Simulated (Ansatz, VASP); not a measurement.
One calculation of B2P, two programs

```xyz
6
Lattice="3.1661 0.0000 0.0000 -0.5308 4.0525 0.0000 -0.5168 -1.3240 4.6153" Properties=species:S:1:pos:R:3 pbc="T T T"
B     0.6742    1.7830    0.9385
B     2.3236    2.5587    1.2988
B     0.9655    1.7620    4.3761
B     2.8184   -0.3307    2.5653
P     1.2220    0.8221    2.6386
P    -0.0581   -1.0978    4.3362
```

Change from the starting cell: the structure that the rattled anti-CaCl2 type (Pnnm, No. 58) fell into.

Alike in both runs: task relaxation of cell and atoms; functional PBE; k mesh 12 × 10 × 8; occupations gaussian, width 0.1 eV; no spin polarisation.

|  | VASP | Ansatz |
| --- | --- | --- |
| version | VASP 6.6.1 | Ansatz 0.2.0 |
| potentials or method | VASP PAW PBE potentials, release 64 (B, P), cutoff 600 eV | scalar-relativistic, plane waves, PAW |
| valence electrons in the cell | 22 | 22 |

```tsv
	VASP	Ansatz	Ansatz less VASP
gap on the k mesh at the Fermi level, each at its own relaxed structure (eV)	none	none	-
relaxed volume (Å³/atom)	9.86	9.87	+0.015
relaxed length of the cell vector where the two differ most in proportion (Å)	4.826	4.829	+0.0029
```

A gap of «none» marks a metal or a gap that the smearing closes.
